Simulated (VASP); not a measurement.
# Mo (Pm-3m) in VASP: further runs

Runs on Mo. Level: RPBE. Tasks: relaxation of cell and atoms, single point.

Everything below comes from runs of VASP 6.6.1. Logs are shortened: lines on timing, memory, paths and dates and some standing lists are left out, and cuts for length are marked.

## Step 1: The cell of the first run

Symmetry: Pm-3m, No. 221, cubic system. The conventional cell has a = 2.563 Å, b = 2.563 Å, c = 2.563 Å, α = 90.00°, β = 90.00°, γ = 90.00°. Mo (site symmetry m-3m) has 6 Mo at 2.56 Å within 3.4 Å.

## Step 2: Relaxation of cell and atoms, RPBE

The input, INCAR:

```
SYSTEM = Mo
PREC = Accurate
ENCUT = 600
EDIFF = 1E-7
ISMEAR = -1
SIGMA = 0.1
LREAL = .FALSE.
LASPH = .TRUE.
NELM = 80
ALGO = Normal
ISIF = 3
LWAVE = .FALSE.
LCHARG = .FALSE.
GGA = RP
IBRION = 2
NSW = 80
EDIFFG = -0.01
```

The input, KPOINTS:

```
regular mesh
0
G
  12 12 12
  0 0 0
```

The input, POSCAR:

```
Mo
1.0
    2.5629259694      0.0000000000      0.0000000000
    0.0000000000      2.5629259694      0.0000000000
    0.0000000000      0.0000000000      2.5629259694
Mo
1
Direct
    0.0000000000      0.0000000000      0.0000000000
```

Potentials or basis: VASP PAW PBE potentials, release 64 (Mo_sv).

On the command line:

```
> cat potpaw_PBE.64/Mo_sv/POTCAR > POTCAR
> mpirun -np 1 vasp_std > vasp.out
```

OUTCAR:

```text
SYSTEM = Mo
   PREC = Accurate
   ENCUT = 600
   EDIFF = 1E-7
   ISMEAR = -1
   LREAL = .FALSE.
   LASPH = .TRUE.
   NELM = 80
   ISIF = 3
   GGA = RP
   IBRION = 2
   NSW = 80
   EDIFFG = -0.01

 ion  position               nearest neighbor table
   1  0.000  0.000  0.000-

  LATTYP: Found a simple cubic cell.
 ALAT       =     2.5629259694

  Lattice vectors:

 A1 = (   2.5629259694,   0.0000000000,   0.0000000000)
 A2 = (   0.0000000000,   2.5629259694,   0.0000000000)
 A3 = (   0.0000000000,   0.0000000000,   2.5629259694)

Analysis of symmetry for initial positions (statically):
=====================================================================
 Subroutine PRICEL returns:
 Original cell was already a primitive cell.

 Routine SETGRP: Setting up the symmetry group for a
 simple cubic supercell.

 Subroutine GETGRP returns: Found 48 space group operations
 (whereof 48 operations were pure point group operations)
 out of a pool of 48 trial point group operations.

The static configuration has the point symmetry O_h .

Analysis of symmetry for dynamics (positions and initial velocities):
=====================================================================
 Subroutine PRICEL returns:
 Original cell was already a primitive cell.

 Routine SETGRP: Setting up the symmetry group for a
 simple cubic supercell.

 Subroutine GETGRP returns: Found 48 space group operations
 (whereof 48 operations were pure point group operations)
 out of a pool of 48 trial point group operations.

The dynamic configuration has the point symmetry O_h .

 Subroutine INISYM returns: Found 48 space group operations
 (whereof 48 operations are pure point group operations),
 and found     1 'primitive' translations

----------------------------------------------------------------------------------------

                                     Primitive cell

  volume of cell :      16.8348

  direct lattice vectors                    reciprocal lattice vectors
     2.562925969  0.000000000  0.000000000     0.390179042  0.000000000  0.000000000
     0.000000000  2.562925969  0.000000000     0.000000000  0.390179042  0.000000000
     0.000000000  0.000000000  2.562925969     0.000000000  0.000000000  0.390179042

  length of vectors
     2.562925969  2.562925969  2.562925969     0.390179042  0.390179042  0.390179042

  position of ions in fractional coordinates (direct lattice)
     0.000000000  0.000000000  0.000000000

  ion indices of the primitive-cell ions
   primitive index   ion index
                 1           1

----------------------------------------------------------------------------------------

 KPOINTS: regular mesh

Automatic generation of k-mesh.
 Grid dimensions read from file:
 generate k-points for:   12   12   12

 Generating k-lattice:

  Cartesian coordinates                     Fractional coordinates (reciprocal lattice)
     0.032514920  0.000000000  0.000000000     0.083333333  0.000000000  0.000000000
     0.000000000  0.032514920  0.000000000     0.000000000  0.083333333  0.000000000
     0.000000000  0.000000000  0.032514920     0.000000000  0.000000000  0.083333333

  Length of vectors
     0.032514920  0.032514920  0.032514920

  Shift w.r.t. Gamma in fractional coordinates (k-lattice)
     0.000000000  0.000000000  0.000000000

 Subroutine IBZKPT returns following result:
 ===========================================

 Found     84 irreducible k-points:

 Following reciprocal coordinates:
            Coordinates               Weight
  0.000000  0.000000  0.000000      1.000000
  0.083333  0.000000  0.000000      6.000000
  0.166667  0.000000  0.000000      6.000000
  0.250000  0.000000  0.000000      6.000000
  0.333333  0.000000  0.000000      6.000000
  0.416667  0.000000  0.000000      6.000000
[... 16 lines left out ...]
  0.333333  0.333333  0.000000     12.000000
  0.416667  0.333333  0.000000     24.000000
 [... further k-points ...]
   k-points           NKPTS =     84   k-points in BZ     NKDIM =     84   number of bands    NBANDS=     11
   number of dos      NEDOS =    301   number of ions     NIONS =      1
   total plane-waves  NPLWV =   8000
   dimension x,y,z NGX =    20 NGY =   20 NGZ =   20
   dimension x,y,z NGXF=    40 NGYF=   40 NGZF=   40
   ions per type =               1
   NGX,Y,Z   is equivalent  to a cutoff of  12.97, 12.97, 12.97 a.u.
   NGXF,Y,Z  is equivalent  to a cutoff of  25.95, 25.95, 25.95 a.u.
 SYSTEM =  Mo
   PREC   = accura    normal or accurate (medium, high low for compatibility)
   ISTART =      0    job   : 0-new  1-cont  2-samecut
   ICHARG =      2    charge: 1-file 2-atom 10-const
   ISPIN  =      1    spin polarized calculation?
   LNONCOLLINEAR =      F non collinear calculations
   LSORBIT =      F    spin-orbit coupling
   LASPH  =      T    aspherical Exc in radial PAW
   ENCUT  =  600.0 eV  44.10 Ry    6.64 a.u.   5.12  5.12  5.12*2*pi/ulx,y,z
   NELM   =     80;   NELMIN=  2; NELMDL= -5     # of ELM steps
   EDIFF  = 0.1E-06   stopping-criterion for ELM
   LREAL  =      F    real-space projection
   EDIFFG = -.1E-01   stopping-criterion for IOM
   NSW    =     80    number of steps for IOM
   IBRION =      2    ionic relax: 0-MD 1-quasi-New 2-CG
   NFREE  =      1    steps in history (QN), initial steepest desc. (CG)
   ISIF   =      3    stress and relaxation
   ISYM   =      2    0-nonsym 1-usesym 2-fastsym
   POTIM  = 0.5000    time-step for ionic-motion
   TEBEG  =    0.0;   TEEND  =   0.0 temperature during run
   PSTRESS=    0.0 pullay stress
   NELECT =      14.0000    total number of electrons
   NUPDOWN=      -1.0000    fix difference up-down
   EMIN   =  10.00;   EMAX   =-10.00  energy-range for DOS
   EFERMI =   0.00;   METHOD = LEGACY
   ISMEAR =    -1;   SIGMA  =   0.10  broadening in eV -4-tet -1-fermi 0-gaus
   EFERMI_NEDOS =   21; number of points for ismear=-14 and -15
   IALGO  =     38    algorithm
   IMIX   =      4    mixing-type and parameters
     AMIX     =   0.40;   BMIX     =  1.00
     AMIX_MAG =   1.60;   BMIX_MAG =  1.00
  volume/ion in A,a.u.               =      16.83       113.61
  Fermi-wavevector in a.u.,A,eV,Ry     =   1.539506  2.909245 32.246888  2.370079
  Thomas-Fermi vector in A             =   2.645724
   LORBIT       =      0    0 simple, 1 ext, 2 COOP (PROOUT), +10 PAW based schemes
   GGA     = RP    functional components
   LHFCALC =     F    Hartree Fock is set to
   AEXX    =    0.0000 exact exchange contribution
   IVDW    =     0    specifies the selected vdW correction
   LEPSILON=     F    determine dielectric tensor
   LRPA    =     F    only Hartree local field effects (RPA)
 conjugate gradient relaxation of ions
 non-spin polarized calculation
  energy-cutoff  :      600.00
  volume of cell :       16.83
 maximum number of plane-waves:       587
   NGX = 11   NGY = 11   NGZ = 11

--------------------------------------- Ionic step        1  -------------------------------------------

 number of electron      13.9999995 magnetization

 Free energy of the ion-electron system (eV)
  ---------------------------------------------------
  ext. energy  EPLUGINS =         0.00000000
  ---------------------------------------------------
  free energy    TOTEN  =        -9.19900648 eV

  energy without entropy =       -9.16450400  energy(sigma->0) =       -9.18175524

------------------------ aborting loop because EDIFF is reached ----------------------------------------

  FORCE on cell =-STRESS in cart. coord.  units (eV):
  Direction    XX          YY          ZZ          XY          YZ          ZX
  --------------------------------------------------------------------------------------
  -------------------------------------------------------------------------------------
  Total        1.4239381      1.4239381      1.4239381      0.0000000      0.0000000     -0.0000000
  in kB      135.5169118    135.5169118    135.5169118      0.0000000      0.0000000     -0.0000000
  external PRESSURE =     135.5169118 kB  Pullay stress =       0.0000000 kB

 VOLUME and BASIS-vectors are now :
 -----------------------------------------------------------------------------
  energy-cutoff  :      600.00
  volume of cell :       16.83
      direct lattice vectors                 reciprocal lattice vectors
     2.562925969  0.000000000  0.000000000     0.390179042  0.000000000  0.000000000
     0.000000000  2.562925969  0.000000000     0.000000000  0.390179042  0.000000000
     0.000000000  0.000000000  2.562925969     0.000000000  0.000000000  0.390179042

 POSITION                                       TOTAL-FORCE (eV/Angst)
 -----------------------------------------------------------------------------------
      0.00000      0.00000      0.00000         0.000000      0.000000      0.000000
 -----------------------------------------------------------------------------------
    total drift:                                0.000000      0.000000      0.000000

  FREE ENERGIE OF THE ION-ELECTRON SYSTEM (eV)
  ---------------------------------------------------
  free  energy   TOTEN  =        -9.1990064848 eV

  energy  without entropy=       -9.1645039968  energy(sigma->0) =       -9.18175524

--------------------------------------- Ionic step        2  -------------------------------------------

 number of electron      13.9999994 magnetization

 E-fermi :   8.6050     XC(G=0): -11.6980

 val. band max:        8.4855710338   @ k =   0.3333   0.3333   0.1667
 cond. band min:       8.6169318974   @ k =   0.5000   0.2500   0.2500
 fundamental gap:      0.1313608636
 Fermi energy:         8.6050380621

 k-point     1 :       0.0000    0.0000    0.0000
  band No.  band energies     occupation
      1     -52.4619      2.00000
      2     -26.0149      2.00000
      3     -26.0149      2.00000
      4     -26.0149      2.00000
      5       2.7511      2.00000
      6       5.2392      2.00000
      7       5.2392      2.00000
      8      11.7097      0.00000
      9      11.7097      0.00000
     10      11.7097      0.00000
     11      22.8970      0.00000

 k-point     2 :       0.0833    0.0000    0.0000
  band No.  band energies     occupation
      1     -52.4547      2.00000
      2     -26.0796      2.00000
      3     -26.0095      2.00000
      4     -26.0095      2.00000
      5       2.9320      2.00000
      6       5.2828      2.00000
      7       5.4218      2.00000
      8      11.4932      0.00000
      9      11.4932      0.00000
     10      11.7257      0.00000
     11      21.9024      0.00000
[... 365 lines left out ...]
 POSITION                                       TOTAL-FORCE (eV/Angst)
 -----------------------------------------------------------------------------------
      0.00000      0.00000      0.00000        -0.000000     -0.000000      0.000000
 -----------------------------------------------------------------------------------
    total drift:                               -0.000000      0.000000      0.000000

  FREE ENERGIE OF THE ION-ELECTRON SYSTEM (eV)
  ---------------------------------------------------
  free  energy   TOTEN  =        -9.2442032143 eV

  energy  without entropy=       -9.2115640017  energy(sigma->0) =       -9.22788361

--------------------------------------- Ionic step        4  -------------------------------------------

 number of electron      14.0000000 magnetization

 Free energy of the ion-electron system (eV)
  ---------------------------------------------------
  ext. energy  EPLUGINS =         0.00000000
  ---------------------------------------------------
  free energy    TOTEN  =        -9.24428438 eV

  energy without entropy =       -9.21159437  energy(sigma->0) =       -9.22793937

 E-fermi :  10.3859     XC(G=0): -12.4069

 val. band max:       10.3723877561   @ k =   0.3333   0.3333   0.1667
 cond. band min:      10.4150939089   @ k =   0.4167   0.3333   0.1667
 fundamental gap:      0.0427061528
 Fermi energy:        10.3858673357

 k-point     1 :       0.0000    0.0000    0.0000
  band No.  band energies     occupation
      1     -50.6726      2.00000
      2     -23.9966      2.00000
      3     -23.9966      2.00000
      4     -23.9966      2.00000
      5       4.0653      2.00000
      6       6.3952      2.00000
      7       6.3952      2.00000
      8      14.1499      0.00000
      9      14.1499      0.00000
     10      14.1499      0.00000
     11      25.7716      0.00000

 k-point     2 :       0.0833    0.0000    0.0000
  band No.  band energies     occupation
      1     -50.6606      2.00000
      2     -24.0955      2.00000
      3     -23.9882      2.00000
      4     -23.9882      2.00000
      5       4.2705      2.00000
      6       6.4471      2.00000
      7       6.6249      2.00000
      8      13.8728      0.00000
      9      13.8728      0.00000
     10      14.1701      0.00000
     11      24.7294      0.00000
[... 330 lines left out ...]
 POSITION                                       TOTAL-FORCE (eV/Angst)
 -----------------------------------------------------------------------------------
      0.00000      0.00000      0.00000        -0.000000     -0.000000      0.000000
 -----------------------------------------------------------------------------------
    total drift:                               -0.000000      0.000000      0.000000

  FREE ENERGIE OF THE ION-ELECTRON SYSTEM (eV)
  ---------------------------------------------------
  free  energy   TOTEN  =        -9.2442843774 eV

  energy  without entropy=       -9.2115943719  energy(sigma->0) =       -9.22793937

 reached required accuracy - stopping structural energy minimisation
```

Wall time 24 s (1 thread of Intel Xeon 6975P-C (Granite Rapids), shared host); peak memory 0.14 GiB.

Results:

| Item | Value |
| --- | --- |
| Free energy | -9.2443 eV |
| Relaxed volume | 17.97 Å³/atom |
| Relaxed cell | a = 2.619 Å, b = 2.619 Å, c = 2.619 Å, α = 90.00°, β = 90.00°, γ = 90.00° |
| Space group after relaxing (to 0.05 Å) | Pm-3m (No. 221) |
| Energy gained by relaxing | 45.3 meV/atom |
| Ionic steps | 4 |
| Pressure after relaxing | 0.0 GPa |
| Band gap on the k mesh | zero (band 7 reaches 11.77 eV, above the bottom of band 8 at 9.69 eV) |

Step by step:
| step | energy change (eV) | largest force (eV/Å) | pressure (GPa) | volume (Å³) |
| --- | --- | --- | --- | --- |
| 1 | 0.0000 | 0.0000 | 13.55 | 16.83 |
| 2 | 0.1214 | 0.0000 | -18.35 | 20.55 |
| 3 | -0.0452 | 0.0000 | -0.51 | 18.02 |
| 4 | -0.0453 | 0.0000 | -0.04 | 17.97 |

Final structure:
```
Mo
1.0
     2.61931    0.00000    0.00000
     0.00000    2.61931    0.00000
     0.00000    0.00000    2.61931
Mo
1
Direct
  0.00000 0.00000 0.00000
```

Levels at points of the mesh, in eV from the Fermi level:
| k point | band 5 | band 6 | band 7 | band 8 | band 9 | band 10 |
| --- | --- | --- | --- | --- | --- | --- |
| (0.00, 0.00, 0.00) | -6.32 | -3.99 | -3.99 | 3.76 | 3.76 | 3.76 |
| (0.50, 0.00, 0.00) | -3.36 | -3.13 | 0.13 | 0.69 | 0.69 | 4.08 |
| (0.50, 0.50, 0.00) | -5.07 | -2.15 | 1.32 | 1.32 | 5.72 | 5.72 |
| (0.50, 0.50, 0.50) | -3.53 | -3.53 | -3.53 | 6.10 | 6.10 | 7.82 |

Caveat: the PAW data sets were made with another functional, which shifts forces and pressure a little.

## Step 3: Single point, RPBE

This run uses another cell than the first one, of 17.94 Å³/atom, 1.065 times its volume.

The input, INCAR:

```
SYSTEM = Mo
PREC = Accurate
ENCUT = 520
EDIFF = 1E-7
ISMEAR = -1
SIGMA = 0.1
LREAL = .FALSE.
LASPH = .TRUE.
NELM = 80
ALGO = Normal
ISIF = 2
LWAVE = .FALSE.
LCHARG = .FALSE.
GGA = RP
NBANDS = 13
```

The input, KPOINTS:

```
regular mesh
0
G
  20 20 20
  0 0 0
```

The input, POSCAR:

```
Mo
1.0
    2.6176149510      0.0000000000      0.0000000000
    0.0000000000      2.6176149510      0.0000000000
    0.0000000000      0.0000000000      2.6176149510
Mo
1
Direct
    0.0000000000      0.0000000000      0.0000000000
```

Potentials or basis: VASP PAW PBE potentials, release 64 (Mo_sv).

On the command line:

```
> cat potpaw_PBE.64/Mo_sv/POTCAR > POTCAR
> mpirun -np 1 vasp_std > vasp.out
```

Wall time 24 s (1 thread of Intel Xeon 6975P-C (Granite Rapids), shared host); peak memory 0.16 GiB.

Results (log left out):

```yaml
Free_energy: -9.2426 eV
Pressure: 0.2 GPa
Band_gap_on_the_k_mesh: zero (band 7 reaches 11.99 eV, above the bottom of band 8 at 9.41 eV)
```

Levels at points of the mesh, in eV from the Fermi level:
```tsv
k point	band 4	band 5	band 6	band 7	band 8	band 9	band 10	band 11
(0.00, 0.00, 0.00)	-34.40	-6.35	-4.02	-4.02	3.75	3.75	3.75	15.37
(0.50, 0.00, 0.00)	-34.27	-3.39	-3.16	0.11	0.67	0.67	4.07	8.92
(0.50, 0.50, 0.00)	-34.15	-5.11	-2.18	1.30	1.30	5.70	5.70	5.89
(0.50, 0.50, 0.50)	-35.41	-3.57	-3.57	-3.57	6.10	6.10	7.78	12.57
```

Caveat: the PAW data sets were made with another functional, which shifts forces and pressure a little.
